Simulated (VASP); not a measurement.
# PbO2 (Pnnm) in VASP: single point with PBE

Aim: the single point of PbO2 with PBE.

Program: VASP 6.6.1. These are calculated values, not measurements. Logs are shortened: lines on timing, memory, paths and dates and some standing lists are left out, and cuts for length are marked.

**1. The cell of the first run**

It takes space group Pnnm (No. 58, orthorhombic). Conventional cell: a = 4.853 Å, b = 5.139 Å, c = 3.482 Å, α = 90.00°, β = 90.00°, γ = 90.00°. Within 2.9 Å of Pb (site symmetry 2/m) lie 6 O at 2.18 to 2.21 Å. O (site symmetry m) has 3 Pb at 2.18 to 2.21 Å and 1 O at 2.72 Å within 2.9 Å.

**2. Single point, PBE (uniaxial strain along a: -4.5 %)**

INCAR

```
SYSTEM = PbO2
PREC = Accurate
ENCUT = 520
EDIFF = 1E-6
ISMEAR = 0
SIGMA = 0.1
LREAL = .FALSE.
LASPH = .TRUE.
NELM = 80
ALGO = Normal
ISIF = 2
LWAVE = .FALSE.
LCHARG = .TRUE.
GGA = PE
LELF = .TRUE.
LVHAR = .TRUE.
NBANDS = 35
```

KPOINTS

```
regular mesh
0
G
  8 8 10
  0 0 0
```

POSCAR

```
PbO2
1.0
    4.8527997648      0.0000000000      0.0000000000
    0.0000000000      5.1386322117      0.0000000000
    0.0000000000      0.0000000000      3.4819123665
Pb O
2 4
Direct
    0.0000000000      0.0000000000      0.0000000000
    0.5000000000      0.5000000000      0.5000000000
    0.2910445809      0.3234568214      0.0000000000
    0.2089554191      0.8234568214      0.5000000000
    0.7089554191      0.6765431786      0.0000000000
    0.7910445809      0.1765431786      0.5000000000
```

Potentials or basis: VASP PAW PBE potentials, release 64 (Pb_d, O).

Launch:

```bash
> cat potpaw_PBE.64/Pb_d/POTCAR potpaw_PBE.64/O/POTCAR > POTCAR
> mpirun -np 1 vasp_std > vasp.out
```

OUTCAR:

```text
SYSTEM = PbO2
   PREC = Accurate
   ENCUT = 520
   EDIFF = 1E-6
   ISMEAR = 0
   LREAL = .FALSE.
   LASPH = .TRUE.
   NELM = 80
   ISIF = 2
   GGA = PE

 ion  position               nearest neighbor table
   1  0.000  0.000  0.000-   3 2.18   5 2.18   4 2.21   6 2.21   4 2.21   6 2.21   2 3.94   2 3.94
                             2 3.94   2 3.94   2 3.94   2 3.94   2 3.94   2 3.94
   2  0.500  0.500  0.500-   4 2.18   6 2.18   5 2.21   3 2.21   3 2.21   5 2.21   1 3.94   1 3.94
                             1 3.94   1 3.94   1 3.94   1 3.94   1 3.94   1 3.94
   3  0.291  0.323  0.000-   1 2.18   2 2.21   2 2.21
   4  0.209  0.823  0.500-   2 2.18   1 2.21   1 2.21
   5  0.709  0.677  0.000-   1 2.18   2 2.21   2 2.21
   6  0.791  0.177  0.500-   2 2.18   1 2.21   1 2.21

  LATTYP: Found a simple orthorhombic cell.
 ALAT       =     3.4819123665
 B/A-ratio  =     1.3937168010
 C/A-ratio  =     1.4758074503

  Lattice vectors:

 A1 = (   0.0000000000,   0.0000000000,   3.4819123665)
 A2 = (   4.8527997648,   0.0000000000,   0.0000000000)
 A3 = (   0.0000000000,   5.1386322117,   0.0000000000)

Analysis of symmetry for initial positions (statically):
=====================================================================
 Subroutine PRICEL returns:
 Original cell was already a primitive cell.

 Routine SETGRP: Setting up the symmetry group for a
 simple orthorhombic supercell.

 Subroutine GETGRP returns: Found  8 space group operations
 (whereof  4 operations were pure point group operations)
 out of a pool of  8 trial point group operations.

The static configuration has the point symmetry C_2h.
 The point group associated with its full space group is D_2h.

Analysis of symmetry for dynamics (positions and initial velocities):
=====================================================================
 Subroutine PRICEL returns:
 Original cell was already a primitive cell.

 Routine SETGRP: Setting up the symmetry group for a
 simple orthorhombic supercell.

 Subroutine GETGRP returns: Found  8 space group operations
 (whereof  4 operations were pure point group operations)
 out of a pool of  8 trial point group operations.

The dynamic configuration has the point symmetry C_2h.
 The point group associated with its full space group is D_2h.

 Subroutine INISYM returns: Found  8 space group operations
 (whereof  4 operations are pure point group operations),
 and found     1 'primitive' translations

----------------------------------------------------------------------------------------

                                     Primitive cell

  volume of cell :      86.8276

  direct lattice vectors                    reciprocal lattice vectors
     4.852799765  0.000000000  0.000000000     0.206066611  0.000000000  0.000000000
     0.000000000  5.138632212  0.000000000     0.000000000  0.194604315  0.000000000
     0.000000000  0.000000000  3.481912367     0.000000000  0.000000000  0.287198497

  length of vectors
     4.852799765  5.138632212  3.481912367     0.206066611  0.194604315  0.287198497

  position of ions in fractional coordinates (direct lattice)
     0.000000000  0.000000000  0.000000000
     0.500000000  0.500000000  0.500000000
     0.291044581  0.323456821  0.000000000
     0.208955419  0.823456821  0.500000000
     0.708955419  0.676543179  0.000000000
     0.791044581  0.176543179  0.500000000

  ion indices of the primitive-cell ions
   primitive index   ion index
                 1           1
                 2           2
                 3           3
                 4           4
                 5           5
                 6           6

----------------------------------------------------------------------------------------

 KPOINTS: regular mesh

Automatic generation of k-mesh.
 Grid dimensions read from file:
 generate k-points for:    8    8   10

 Generating k-lattice:

  Cartesian coordinates                     Fractional coordinates (reciprocal lattice)
     0.025758326  0.000000000  0.000000000     0.125000000  0.000000000  0.000000000
     0.000000000  0.024325539  0.000000000     0.000000000  0.125000000  0.000000000
     0.000000000  0.000000000  0.028719850     0.000000000  0.000000000  0.100000000

  Length of vectors
     0.025758326  0.024325539  0.028719850

  Shift w.r.t. Gamma in fractional coordinates (k-lattice)
     0.000000000  0.000000000  0.000000000

 Subroutine IBZKPT returns following result:
 ===========================================

 Found    150 irreducible k-points:

 Following reciprocal coordinates:
            Coordinates               Weight
  0.000000  0.000000  0.000000      1.000000
  0.125000  0.000000  0.000000      2.000000
  0.250000  0.000000  0.000000      2.000000
  0.375000  0.000000  0.000000      2.000000
  0.500000  0.000000  0.000000      1.000000
  0.000000  0.125000  0.000000      2.000000
[... 16 lines left out ...]
  0.250000  0.500000  0.000000      2.000000
  0.375000  0.500000  0.000000      2.000000
 [... further k-points ...]
   k-points           NKPTS =    150   k-points in BZ     NKDIM =    150   number of bands    NBANDS=     35
   number of dos      NEDOS =    301   number of ions     NIONS =      6
   total plane-waves  NPLWV =  40320
   dimension x,y,z NGX =    36 NGY =   40 NGZ =   28
   dimension x,y,z NGXF=    72 NGYF=   80 NGZF=   56
   ions per type =               2   4
   NGX,Y,Z   is equivalent  to a cutoff of  12.33, 12.94, 13.37 a.u.
   NGXF,Y,Z  is equivalent  to a cutoff of  24.67, 25.88, 26.74 a.u.
 SYSTEM =  PbO2
   PREC   = accura    normal or accurate (medium, high low for compatibility)
   ISTART =      0    job   : 0-new  1-cont  2-samecut
   ICHARG =      2    charge: 1-file 2-atom 10-const
   ISPIN  =      1    spin polarized calculation?
   LNONCOLLINEAR =      F non collinear calculations
   LSORBIT =      F    spin-orbit coupling
   LASPH  =      T    aspherical Exc in radial PAW
   ENCUT  =  520.0 eV  38.22 Ry    6.18 a.u.   9.02  9.55  6.47*2*pi/ulx,y,z
   NELM   =     80;   NELMIN=  2; NELMDL= -5     # of ELM steps
   EDIFF  = 0.1E-05   stopping-criterion for ELM
   LREAL  =      F    real-space projection
[... 7 lines left out ...]
   TEBEG  =    0.0;   TEEND  =   0.0 temperature during run
   PSTRESS=    0.0 pullay stress
   NELECT =      52.0000    total number of electrons
   NUPDOWN=      -1.0000    fix difference up-down
   EMIN   =  10.00;   EMAX   =-10.00  energy-range for DOS
   EFERMI =   0.00;   METHOD = LEGACY
   ISMEAR =     0;   SIGMA  =   0.10  broadening in eV -4-tet -1-fermi 0-gaus
   EFERMI_NEDOS =   21; number of points for ismear=-14 and -15
   IALGO  =     38    algorithm
   IMIX   =      4    mixing-type and parameters
     AMIX     =   0.40;   BMIX     =  1.00
     AMIX_MAG =   1.60;   BMIX_MAG =  1.00
  volume/ion in A,a.u.               =      14.47        97.66
  Fermi-wavevector in a.u.,A,eV,Ry     =   1.379929  2.607687 25.908264  1.904204
  Thomas-Fermi vector in A             =   2.504853
   LORBIT       =      0    0 simple, 1 ext, 2 COOP (PROOUT), +10 PAW based schemes
   GGA     = PE    functional components
   LHFCALC =     F    Hartree Fock is set to
   AEXX    =    0.0000 exact exchange contribution
   IVDW    =     0    specifies the selected vdW correction
   LEPSILON=     F    determine dielectric tensor
   LRPA    =     F    only Hartree local field effects (RPA)
 non-spin polarized calculation
 Gauss-broadening in eV      SIGMA  =   0.10
  energy-cutoff  :      520.00
  volume of cell :       86.83
 maximum number of plane-waves:      2368
   NGX = 19   NGY = 19   NGZ = 13

 number of electron      51.9999989 magnetization

 Free energy of the ion-electron system (eV)
  ---------------------------------------------------
  ext. energy  EPLUGINS =         0.00000000
  ---------------------------------------------------
  free energy    TOTEN  =       -31.83367027 eV

  energy without entropy =      -31.83276931  energy(sigma->0) =      -31.83321979

 E-fermi :   3.9841     XC(G=0): -10.5155

 val. band max:        3.8751495869   @ k =   0.1250   0.0000   0.1000
 cond. band min:       4.0510382491   @ k =   0.0000   0.0000   0.1000
 fundamental gap:      0.1758886621
 Fermi energy:         3.9841094276

 k-point     1 :       0.0000    0.0000    0.0000
  band No.  band energies     occupation
      1     -14.0754      2.00000
      2     -14.0118      2.00000
      3     -12.4365      2.00000
      4     -12.3698      2.00000
      5     -11.5165      2.00000
      6     -11.3510      2.00000
[... 27 lines left out ...]
     34      14.8576      0.00000
     35      15.7979      0.00000

 k-point     2 :       0.1250    0.0000    0.0000
  band No.  band energies     occupation
      1     -14.0332      2.00000
      2     -13.9849      2.00000
      3     -12.5941      2.00000
      4     -12.4606      2.00000
      5     -11.3463      2.00000
      6     -11.3240      2.00000
[... 27 lines left out ...]
     34      15.2205      0.00000
     35      15.8310      0.00000

 k-point     3 :       0.2500    0.0000    0.0000
  band No.  band energies     occupation
      1     -13.9141      2.00000
      2     -13.9065      2.00000
      3     -12.8780      2.00000
      4     -12.6864      2.00000
      5     -11.3116      2.00000
      6     -11.3103      2.00000
[... 27 lines left out ...]
     34      15.9629      0.00000
     35      16.0245      0.00000
[... 723 lines left out ...]
 k-point    23 :       0.2500    0.5000    0.0000
  band No.  band energies     occupation
      1     -13.8856      2.00000
      2     -13.8856      2.00000
      3     -12.8084      2.00000
      4     -12.8084      2.00000
      5     -11.3132      2.00000
      6     -11.3132      2.00000
[... 27 lines left out ...]
     34      15.2558      0.00000
     35      15.8309      0.00000

 k-point    24 :       0.3750    0.5000    0.0000
  band No.  band energies     occupation
      1     -13.9654      2.00000
      2     -13.9654      2.00000
      3     -12.5854      2.00000
      4     -12.5854      2.00000
      5     -11.3204      2.00000
      6     -11.3204      2.00000
[... 27 lines left out ...]
     34      15.2357      0.00000
     35      16.0447      0.00000

 [... further k-points ...]

------------------------ aborting loop because EDIFF is reached ----------------------------------------

  FORCE on cell =-STRESS in cart. coord.  units (eV):
  Direction    XX          YY          ZZ          XY          YZ          ZX
  --------------------------------------------------------------------------------------
  -------------------------------------------------------------------------------------
  Total        1.9103118      0.9722319      0.4314602     -0.0000000      0.0000000      0.0000000
  in kB       35.2498348     17.9400111      7.9614760     -0.0000000      0.0000000      0.0000000
  external PRESSURE =      20.3837740 kB  Pullay stress =       0.0000000 kB

 VOLUME and BASIS-vectors are now :
 -----------------------------------------------------------------------------
  energy-cutoff  :      520.00
  volume of cell :       86.83
      direct lattice vectors                 reciprocal lattice vectors
     4.852799765  0.000000000  0.000000000     0.206066611  0.000000000  0.000000000
     0.000000000  5.138632212  0.000000000     0.000000000  0.194604315  0.000000000
     0.000000000  0.000000000  3.481912367     0.000000000  0.000000000  0.287198497

 POSITION                                       TOTAL-FORCE (eV/Angst)
 -----------------------------------------------------------------------------------
      0.00000      0.00000      0.00000         0.000000      0.000000      0.000000
      2.42640      2.56932      1.74096         0.000000      0.000000      0.000000
      1.41238      1.66213      0.00000        -0.026795     -0.015768     -0.000000
      1.01402      4.23144      1.74096         0.026795     -0.015768      0.000000
      3.44042      3.47651      0.00000         0.026795      0.015768      0.000000
      3.83878      0.90719      1.74096        -0.026795      0.015768      0.000000
 -----------------------------------------------------------------------------------
    total drift:                                0.000000      0.000000      0.000000

  FREE ENERGIE OF THE ION-ELECTRON SYSTEM (eV)
  ---------------------------------------------------
  free  energy   TOTEN  =       -31.8336702714 eV

  energy  without entropy=      -31.8327693061  energy(sigma->0) =      -31.83321979
```

It took 9.6 min on 1 thread of AMD EPYC 7R43 (Zen 3), shared host; peak memory 0.41 GiB.

Results:

```yaml
Free_energy: -31.8337 eV
Pressure: 2.0 GPa
Largest_force: 0.031 eV/Å
Band_gap_on_the_k_mesh: 0.18 eV (least direct gap 0.32 eV)
```

Forces in eV/Å, atoms in the order of the input:
```
Pb   0.000  0.000  0.000
Pb   0.000  0.000  0.000
O   -0.027 -0.016  0.000
O    0.027 -0.016  0.000
O    0.027  0.016  0.000
O   -0.027  0.016  0.000
```

Caveat: the cell differs from its parent crystal (uniaxial strain along a: -4.5 %); spin-orbit coupling is left out, which moves the levels of the heavy elements. A k mesh can miss the band edges.
